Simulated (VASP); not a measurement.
# LiMg5 (P-6m2) in VASP: further runs

The runs below take LiMg5 through single point, relaxation of cell and atoms, with LDA.

Program: VASP 6.6.1. These are calculated values, not measurements. Logs are shortened: lines on timing, memory, paths and dates and some standing lists are left out, and cuts for length are marked.

## (1) The cell of the first run

Symmetry: P-6m2, No. 187, hexagonal system. Conventional cell: a = 3.139 Å, b = 3.139 Å, c = 14.797 Å, α = 90.00°, β = 90.00°, γ = 120.00°. Li (site symmetry -6m2) has 6 Mg at 2.99 Å and 6 Li at 3.14 Å within 3.9 Å. Mg (site symmetry 3m) has 3 Li at 2.99 Å and 9 Mg at 3.11 to 3.14 Å within 3.9 Å. Within 4.1 Å of Mg (site symmetry 3m) lie 12 Mg at 3.08 to 3.14 Å. Within 4.1 Å of Mg (site symmetry -6m2) lie 12 Mg at 3.08 to 3.14 Å.

## (2) Single point, LDA

Contents of INCAR:

```
  PREC = Accurate
  ENCUT = 520
  EDIFF = 1E-6
  ISMEAR = -1
  SIGMA = 0.05
  LREAL = False
  LASPH = True
  NELM = 60
  ALGO = Normal
  ISIF = 2
  LWAVE = False
  LCHARG = True
  LELF = True
  LVHAR = True
  NBANDS = 16
```

Contents of KPOINTS:

```
Automatic mesh
0
Gamma
  9 9 2
```

Contents of POSCAR:

```
LiMg5
1.0
    3.1386184451      0.0000000029      0.0000000000
   -1.5693092250      2.7181233048      0.0000000000
    0.0000000000      0.0000000000     14.7965003078
Li Mg
1 5
Direct
    0.6666666667      0.3333333333      0.0000000000
    0.0000000000      0.0000000000      0.8394297648
    0.6666666667      0.3333333333      0.6684207339
    0.0000000000      0.0000000000      0.5000000000
    0.6666666667      0.3333333333      0.3315792661
    0.0000000000      0.0000000000      0.1605702352
```

Potentials or basis: VASP PAW LDA potentials, release 64 (Li_sv, Mg).

Command:

```
> cat potpaw_LDA.64/Li_sv/POTCAR potpaw_LDA.64/Mg/POTCAR > POTCAR
> mpirun -np 1 vasp_std > vasp.out
```

OUTCAR:

```text
PREC = Accurate
   ENCUT = 520
   EDIFF = 1E-6
   ISMEAR = -1
   LREAL = False
   LASPH = True
   NELM = 60
   ISIF = 2

 ion  position               nearest neighbor table
   1  0.667  0.333  0.000-   2 2.99   6 2.99   2 2.99   6 2.99   2 2.99   6 2.99
   2  0.000  0.000  0.839-   1 2.99   1 2.99   1 2.99   3 3.11   3 3.11   3 3.11
   3  0.667  0.333  0.668-   4 3.08   4 3.08   4 3.08   2 3.11   2 3.11   2 3.11
   4  0.000  0.000  0.500-   3 3.08   5 3.08   3 3.08   5 3.08   3 3.08   5 3.08
   5  0.667  0.333  0.332-   4 3.08   4 3.08   4 3.08   6 3.11   6 3.11   6 3.11
   6  0.000  0.000  0.161-   1 2.99   1 2.99   1 2.99   5 3.11   5 3.11   5 3.11

  LATTYP: Found a hexagonal cell.
 ALAT       =     3.1386184451
 C/A-ratio  =     4.7143354844

  Lattice vectors:

 A1 = (   3.1386184451,   0.0000000029,   0.0000000000)
 A2 = (  -1.5693092250,   2.7181233048,   0.0000000000)
 A3 = (   0.0000000000,   0.0000000000,  14.7965003078)

Analysis of symmetry for initial positions (statically):
=====================================================================
 Subroutine PRICEL returns:
 Original cell was already a primitive cell.

 Routine SETGRP: Setting up the symmetry group for a
 hexagonal supercell.

 Subroutine GETGRP returns: Found 12 space group operations
 (whereof 12 operations were pure point group operations)
 out of a pool of 24 trial point group operations.

The static configuration has the point symmetry D_3h.

Analysis of symmetry for dynamics (positions and initial velocities):
=====================================================================
 Subroutine PRICEL returns:
 Original cell was already a primitive cell.

 Routine SETGRP: Setting up the symmetry group for a
 hexagonal supercell.

 Subroutine GETGRP returns: Found 12 space group operations
 (whereof 12 operations were pure point group operations)
 out of a pool of 24 trial point group operations.

The dynamic configuration has the point symmetry D_3h.

 Subroutine INISYM returns: Found 12 space group operations
 (whereof 12 operations are pure point group operations),
 and found     1 'primitive' translations

----------------------------------------------------------------------------------------

                                     Primitive cell

  volume of cell :     126.2312

  direct lattice vectors                    reciprocal lattice vectors
     3.138618445  0.000000003  0.000000000     0.318611522  0.183950448  0.000000000
    -1.569309225  2.718123305  0.000000000    -0.000000000  0.367900896  0.000000000
     0.000000000  0.000000000 14.796500308     0.000000000  0.000000000  0.067583549

  length of vectors
     3.138618445  3.138618445 14.796500308     0.367900896  0.367900896  0.067583549

  position of ions in fractional coordinates (direct lattice)
     0.666666667  0.333333333  0.000000000
     0.000000000  0.000000000  0.839429765
     0.666666667  0.333333333  0.668420734
     0.000000000  0.000000000  0.500000000
     0.666666667  0.333333333  0.331579266
     0.000000000  0.000000000  0.160570235

  ion indices of the primitive-cell ions
   primitive index   ion index
                 1           1
                 2           2
                 3           3
                 4           4
                 5           5
                 6           6

----------------------------------------------------------------------------------------

 KPOINTS: Automatic mesh

Automatic generation of k-mesh.
 Grid dimensions read from file:
 generate k-points for:    9    9    2

 Generating k-lattice:

  Cartesian coordinates                     Fractional coordinates (reciprocal lattice)
     0.035401280  0.020438939  0.000000000     0.111111111  0.000000000  0.000000000
    -0.000000000  0.040877877  0.000000000     0.000000000  0.111111111  0.000000000
     0.000000000  0.000000000  0.033791774     0.000000000  0.000000000  0.500000000

  Length of vectors
     0.040877877  0.040877877  0.033791774

  Shift w.r.t. Gamma in fractional coordinates (k-lattice)
     0.000000000  0.000000000  0.000000000

 Subroutine IBZKPT returns following result:
 ===========================================

 Found     24 irreducible k-points:

 Following reciprocal coordinates:
            Coordinates               Weight
  0.000000  0.000000  0.000000      1.000000
  0.111111  0.000000  0.000000      6.000000
  0.222222 -0.000000  0.000000      6.000000
  0.333333  0.000000  0.000000      6.000000
  0.444444 -0.000000  0.000000      6.000000
  0.111111  0.111111  0.000000      6.000000
[... 16 lines left out ...]
  0.333333  0.222222  0.500000     12.000000
  0.333333  0.333333  0.500000      2.000000
   k-points           NKPTS =     24   k-points in BZ     NKDIM =     24   number of bands    NBANDS=     16
   number of dos      NEDOS =    301   number of ions     NIONS =      6
   total plane-waves  NPLWV =  64512
   dimension x,y,z NGX =    24 NGY =   24 NGZ =  112
   dimension x,y,z NGXF=    48 NGYF=   48 NGZF=  224
   ions per type =               1   5
   NGX,Y,Z   is equivalent  to a cutoff of  12.71, 12.71, 12.58 a.u.
   NGXF,Y,Z  is equivalent  to a cutoff of  25.42, 25.42, 25.17 a.u.
 SYSTEM =  unknown system
   PREC   = accura    normal or accurate (medium, high low for compatibility)
   ISTART =      0    job   : 0-new  1-cont  2-samecut
   ICHARG =      2    charge: 1-file 2-atom 10-const
   ISPIN  =      1    spin polarized calculation?
   LNONCOLLINEAR =      F non collinear calculations
   LSORBIT =      F    spin-orbit coupling
   LASPH  =      T    aspherical Exc in radial PAW
   ENCUT  =  520.0 eV  38.22 Ry    6.18 a.u.   5.84  5.84 27.51*2*pi/ulx,y,z
   NELM   =     60;   NELMIN=  2; NELMDL= -5     # of ELM steps
   EDIFF  = 0.1E-05   stopping-criterion for ELM
   LREAL  =      F    real-space projection
   EDIFFG = 0.1E-04   stopping-criterion for IOM
   NSW    =      0    number of steps for IOM
   IBRION =     -1    ionic relax: 0-MD 1-quasi-New 2-CG
   NFREE  =      0    steps in history (QN), initial steepest desc. (CG)
   ISIF   =      2    stress and relaxation
   ISYM   =      2    0-nonsym 1-usesym 2-fastsym
   POTIM  = 0.5000    time-step for ionic-motion
   TEBEG  =    0.0;   TEEND  =   0.0 temperature during run
   PSTRESS=    0.0 pullay stress
   NELECT =      13.0000    total number of electrons
   NUPDOWN=      -1.0000    fix difference up-down
   EMIN   =  10.00;   EMAX   =-10.00  energy-range for DOS
   EFERMI =   0.00;   METHOD = LEGACY
   ISMEAR =    -1;   SIGMA  =   0.05  broadening in eV -4-tet -1-fermi 0-gaus
   EFERMI_NEDOS =   21; number of points for ismear=-14 and -15
   IALGO  =     38    algorithm
   IMIX   =      4    mixing-type and parameters
     AMIX     =   0.40;   BMIX     =  1.00
     AMIX_MAG =   1.60;   BMIX_MAG =  1.00
  volume/ion in A,a.u.               =      21.04       141.98
  Fermi-wavevector in a.u.,A,eV,Ry     =   0.767362  1.450104  8.011719  0.588845
  Thomas-Fermi vector in A             =   1.867902
   LORBIT       =      0    0 simple, 1 ext, 2 COOP (PROOUT), +10 PAW based schemes
   GGA     = CA    functional components
   LHFCALC =     F    Hartree Fock is set to
   AEXX    =    0.0000 exact exchange contribution
   IVDW    =     0    specifies the selected vdW correction
   LEPSILON=     F    determine dielectric tensor
   LRPA    =     F    only Hartree local field effects (RPA)
 non-spin polarized calculation
  energy-cutoff  :      520.00
  volume of cell :      126.23
 maximum number of plane-waves:      3418
 NGX is ok and might be reduce to    24
   NGX = 11   NGY = 11   NGZ = 55

 number of electron      12.9999996 magnetization

 Free energy of the ion-electron system (eV)
  ---------------------------------------------------
  ext. energy  EPLUGINS =         0.00000000
  ---------------------------------------------------
  free energy    TOTEN  =       -11.21474822 eV

  energy without entropy =      -11.19311323  energy(sigma->0) =      -11.20393073

 E-fermi :   2.4832     XC(G=0):  -8.6684

 val. band max:        2.4782453547   @ k =   0.3333   0.3333   0.0000
 cond. band min:       2.4877464867   @ k =   0.2222   0.2222   0.5000
 fundamental gap:      0.0095011320
 Fermi energy:         2.4831895922

 k-point     1 :       0.0000    0.0000    0.0000
  band No.  band energies     occupation
      1     -43.0177      2.00000
      2      -4.5308      2.00000
      3      -3.9595      2.00000
      4      -3.2688      2.00000
      5      -1.8628      2.00000
      6      -1.0005      2.00000
[... 8 lines left out ...]
     15      13.8339      0.00000
     16      13.8339      0.00000

 k-point     2 :       0.1111    0.0000    0.0000
  band No.  band energies     occupation
      1     -43.0165      2.00000
      2      -4.2802      2.00000
      3      -3.7096      2.00000
      4      -3.0266      2.00000
      5      -1.6172      2.00000
      6      -0.7789      2.00000
[... 8 lines left out ...]
     15      12.0967      0.00000
     16      12.1414      0.00000

 k-point     3 :       0.2222   -0.0000    0.0000
  band No.  band energies     occupation
      1     -43.0135      2.00000
      2      -3.5326      2.00000
      3      -2.9639      2.00000
      4      -2.3050      2.00000
      5      -0.8856      2.00000
      6      -0.1200      2.00000
[... 8 lines left out ...]
     15       9.9600      0.00000
     16      10.8999      0.00000

 k-point     4 :       0.3333    0.0000    0.0000
  band No.  band energies     occupation
      1     -43.0101      2.00000
      2      -2.3008      2.00000
      3      -1.7356      2.00000
      4      -1.1194      2.00000
      5       0.3124      2.00000
      6       0.9484      2.00000
[... 8 lines left out ...]
     15       8.5592      0.00000
     16       9.5662      0.00000

 k-point     5 :       0.4444   -0.0000    0.0000
  band No.  band energies     occupation
      1     -43.0078      2.00000
      2      -0.6074      2.00000
      3      -0.0513      2.00000
      4       0.4893      2.00000
      5       1.4986      2.00000
      6       1.6843      2.00000
[... 8 lines left out ...]
     15       7.8834      0.00000
     16       9.3379      0.00000

 k-point     6 :       0.1111    0.1111    0.0000
  band No.  band energies     occupation
      1     -43.0144      2.00000
      2      -3.7811      2.00000
      3      -3.2117      2.00000
      4      -2.5447      2.00000
      5      -1.1285      2.00000
      6      -0.3384      2.00000
[... 8 lines left out ...]
     15       9.7169      0.00000
     16      10.4470      0.00000
[... 267 lines left out ...]
 k-point    21 :       0.4444    0.1111    0.5000
  band No.  band energies     occupation
      1     -43.0072      2.00000
      2       0.5913      2.00000
      3       0.6155      2.00000
      4       0.9043      2.00000
      5       1.0962      2.00000
      6       1.6362      2.00000
[... 8 lines left out ...]
     15       7.0979      0.00000
     16       8.3066      0.00000

 k-point    22 :       0.2222    0.2222    0.5000
  band No.  band energies     occupation
      1     -43.0086      2.00000
      2      -1.5474      2.00000
      3      -1.1102      2.00000
      4      -0.1581      2.00000
      5       0.5023      2.00000
      6       2.4877      0.95446
[... 8 lines left out ...]
     15       6.8472      0.00000
     16       7.0533      0.00000

 k-point    23 :       0.3333    0.2222    0.5000
  band No.  band energies     occupation
      1     -43.0068      2.00000
      2       0.1341      2.00000
      3       0.5413      2.00000
      4       1.4625      2.00000
      5       1.9794      1.99992
      6       2.2049      1.99238
[... 8 lines left out ...]
     15       6.2390      0.00000
     16       6.4992      0.00000

 k-point    24 :       0.3333    0.3333    0.5000
  band No.  band energies     occupation
      1     -43.0063      2.00000
      2       1.9804      1.99991
      3       2.0057      1.99986
      4       2.0068      1.99985
      5       2.2856      1.96225
      6       2.3121      1.93674
[... 8 lines left out ...]
     15       6.0607      0.00000
     16       6.1243      0.00000

------------------------ aborting loop because EDIFF is reached ----------------------------------------

  FORCE on cell =-STRESS in cart. coord.  units (eV):
  Direction    XX          YY          ZZ          XY          YZ          ZX
  --------------------------------------------------------------------------------------
  -------------------------------------------------------------------------------------
  Total       -0.2254893     -0.2254893     -0.2339553     -0.0000000      0.0000000      0.0000000
  in kB       -2.8620008     -2.8620008     -2.9694554     -0.0000000      0.0000000      0.0000000
  external PRESSURE =      -2.8978190 kB  Pullay stress =       0.0000000 kB

 VOLUME and BASIS-vectors are now :
 -----------------------------------------------------------------------------
  energy-cutoff  :      520.00
  volume of cell :      126.23
      direct lattice vectors                 reciprocal lattice vectors
     3.138618445  0.000000003  0.000000000     0.318611522  0.183950448  0.000000000
    -1.569309225  2.718123305  0.000000000    -0.000000000  0.367900896  0.000000000
     0.000000000  0.000000000 14.796500308     0.000000000  0.000000000  0.067583549

 POSITION                                       TOTAL-FORCE (eV/Angst)
 -----------------------------------------------------------------------------------
      1.56931      0.90604      0.00000        -0.000000      0.000000      0.000000
      0.00000      0.00000     12.42062         0.000000     -0.000000     -0.007361
      1.56931      0.90604      9.89029         0.000000     -0.000000     -0.000558
      0.00000      0.00000      7.39825         0.000000     -0.000000      0.000000
      1.56931      0.90604      4.90621         0.000000     -0.000000      0.000558
      0.00000      0.00000      2.37588         0.000000     -0.000000      0.007361
 -----------------------------------------------------------------------------------
    total drift:                               -0.000000      0.000000      0.000000

  FREE ENERGIE OF THE ION-ELECTRON SYSTEM (eV)
  ---------------------------------------------------
  free  energy   TOTEN  =       -11.2147482236 eV

  energy  without entropy=      -11.1931132340  energy(sigma->0) =      -11.20393073
```

Wall time 34 s (1 thread of Intel Xeon Platinum 8259CL at 2.50GHz (Skylake/Cascade Lake), shared host); peak memory 0.21 GiB.

Results:

- Free energy: -11.2147 eV
- Largest force: 0.007 eV/Å
- Band gap on the k mesh: zero (an odd number of electrons rules out a gap without spin polarisation)

Forces in eV/Å, atoms in the order of the input:
```
Li   0.000  0.000  0.000
Mg   0.000  0.000 -0.007
Mg   0.000  0.000 -0.001
Mg   0.000  0.000  0.000
Mg   0.000  0.000  0.001
Mg   0.000  0.000  0.007
```

Caveat: the cutoff is under 1.25 times the usual one of these potentials, so pressure, stress and relaxed cells hold a basis-set (Pulay) error.

## (3) Relaxation of cell and atoms, LDA

This run uses another cell than the first one, of 21.97 Å³/atom.

Contents of INCAR:

```
SYSTEM = LiMg5
PREC = Accurate
ENCUT = 600
EDIFF = 1E-7
ISMEAR = -1
SIGMA = 0.05
LREAL = .False.
LASPH = .True.
NELM = 60
ALGO = Normal
ISIF = 3
LWAVE = .False.
LCHARG = .False.
GGA = CA
IBRION = 2
NSW = 80
EDIFFG = -0.01
```

Contents of KPOINTS:

```
regular mesh
0
Gamma
  9 9 2
  0 0 0
```

Contents of POSCAR:

```
LiMg5
1.0
    3.1728735300      0.0000000000      0.0000000000
   -1.5864367700      2.7477890800      0.0000000000
    0.0000000000      0.0000000000     15.1187271800
Li Mg
1 5
Direct
    0.6666666695      0.3333333285      0.0000000000
    0.0000000000      0.0000000000      0.8363369799
    0.6666666695      0.3333333285      0.6678038197
    0.0000000000      0.0000000000      0.5000000000
    0.6666666695      0.3333333285      0.3321961803
    0.0000000000      0.0000000000      0.1636630201
```

Potentials or basis: VASP PAW LDA potentials, release 64 (Li_sv, Mg).

Command:

```
> cat potpaw_LDA.64/Li_sv/POTCAR potpaw_LDA.64/Mg/POTCAR > POTCAR
> mpirun -np 1 vasp_std > vasp.out
```

Run time: 3.6 min. Hardware: 1 thread of Intel Xeon Platinum 8259CL at 2.50GHz (Skylake/Cascade Lake), shared host; peak memory 0.27 GiB.

Results (log left out):

| Item | Value |
| --- | --- |
| Free energy | -11.2165 eV |
| Relaxed volume | 20.85 Å³/atom |
| Relaxed cell | a = 3.129 Å, b = 3.129 Å, c = 14.759 Å, α = 90.00°, β = 90.00°, γ = 120.00° |
| Space group after relaxing (to 0.1 Å) | P-6m2 (No. 187) |
| Energy gained by relaxing | 6.3 meV/atom |
| Ionic steps | 11 |
| Pressure after relaxing | 0.0 GPa |
| Largest force after relaxing | 0.007 eV/Å |
| Band gap on the k mesh | zero (an odd number of electrons rules out a gap without spin polarisation) |

Forces in eV/Å, atoms in the order of the input:
```
Li   0.000  0.000  0.000
Mg   0.000  0.000  0.001
Mg   0.000  0.000  0.007
Mg   0.000  0.000  0.000
Mg   0.000  0.000 -0.007
Mg   0.000  0.000 -0.001
```

Step by step:
| step | energy change (eV) | largest force (eV/Å) | pressure (GPa) | volume (Å³) |
| --- | --- | --- | --- | --- |
| 1 | 0.0000 | 0.0565 | -1.59 | 131.81 |
| 2 | -0.0293 | 0.0775 | -0.59 | 127.69 |
| 3 | -0.0338 | 0.0900 | 0.02 | 125.51 |
| 4 | -0.0338 | 0.0907 | 0.05 | 125.39 |
| 5 | -0.0350 | 0.0755 | 0.04 | 125.36 |
| 6 | -0.0365 | 0.0319 | 0.03 | 125.28 |
| 7 | -0.0370 | 0.0307 | -0.02 | 125.39 |
| 8 | -0.0374 | 0.0281 | -0.10 | 125.60 |
| 9 | -0.0377 | 0.0173 | 0.04 | 125.09 |
| 10 | -0.0377 | 0.0167 | 0.04 | 125.06 |
| 11 | -0.0379 | 0.0066 | 0.02 | 125.12 |

Final structure:
```cif
data_structure
_symmetry_space_group_name_H-M 'P 1'
_symmetry_Int_Tables_number 1
_cell_length_a 3.1288
_cell_length_b 3.1288
_cell_length_c 14.7593
_cell_angle_alpha 90.000
_cell_angle_beta 90.000
_cell_angle_gamma 120.000
_cell_volume 125.12
loop_
_atom_site_label
_atom_site_type_symbol
_atom_site_fract_x
_atom_site_fract_y
_atom_site_fract_z
_atom_site_occupancy
Li1 Li 0.66667 0.33333 0.00000 1
Mg1 Mg 0.00000 0.00000 0.83934 1
Mg2 Mg 0.66667 0.33333 0.66825 1
Mg3 Mg 0.00000 0.00000 0.50000 1
Mg4 Mg 0.66667 0.33333 0.33175 1
Mg5 Mg 0.00000 0.00000 0.16066 1
```

Levels at points of the mesh, in eV from the Fermi level:
```csv
k point,band 5,band 6,band 7,band 8,band 9,band 10
"(0.00, 0.00, 0.00)",-4.37,-3.50,-1.29,-0.12,3.41,4.03
"(0.00, 0.00, 0.50)",-4.75,-2.79,-2.20,1.07,1.76,6.02
```

Caveat: the cutoff is under 1.25 times the usual one of these potentials, so pressure, stress and relaxed cells hold a basis-set (Pulay) error.
